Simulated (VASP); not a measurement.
Here is a VASP 6.6.1 calculation.

INCAR

```
  ALGO = Normal
  EDIFF = 1E-6
  EDIFFG = -0.01
  ENCUT = 600
  GGA = PS
  IBRION = 2
  ISIF = 3
  ISMEAR = -1
  LASPH = T
  LCHARG = F
  LREAL = F
  LWAVE = F
  NELM = 60
  NSW = 80
  PREC = Accurate
  SIGMA = 0.1
```

The input KPOINTS:

```
k-points
0
Gamma
  13 13 13
```

Contents of POSCAR:

```
Mg
1.0
    3.0922690797     -0.0000000516     -0.0000000950
   -1.2681082513      2.8202889080     -0.0000000950
   -0.9120803345     -1.4101443049      2.5964842700
Mg
1
Direct
    0.0000000000      0.0000000000      0.0000000000
```

Potentials or basis: VASP PAW PBE potentials, release 64 (Mg).

The run is started by

```bash
$ cat potpaw_PBE.64/Mg/POTCAR > POTCAR
$ mpirun -np 1 vasp_std > vasp.out
```

Q: Predict the space group after relaxing (to 0.1 Å).

A: I4/mmm (No. 139).

Q: Predict the relaxed volume.

A: 22.51 Å³/atom.

The path:
```csv
step,energy change (eV),largest force (eV/Å),pressure (GPa),volume (Å³)
1,0.0000,0.0000,-0.18,22.64
2,-0.0001,0.0000,-0.05,22.56
3,-0.0001,0.0000,0.05,22.50
4,-0.0001,0.0000,0.04,22.50
5,-0.0002,0.0000,0.01,22.51
```

Caveat: the PAW data sets were made with another functional, which shifts forces and pressure a little.
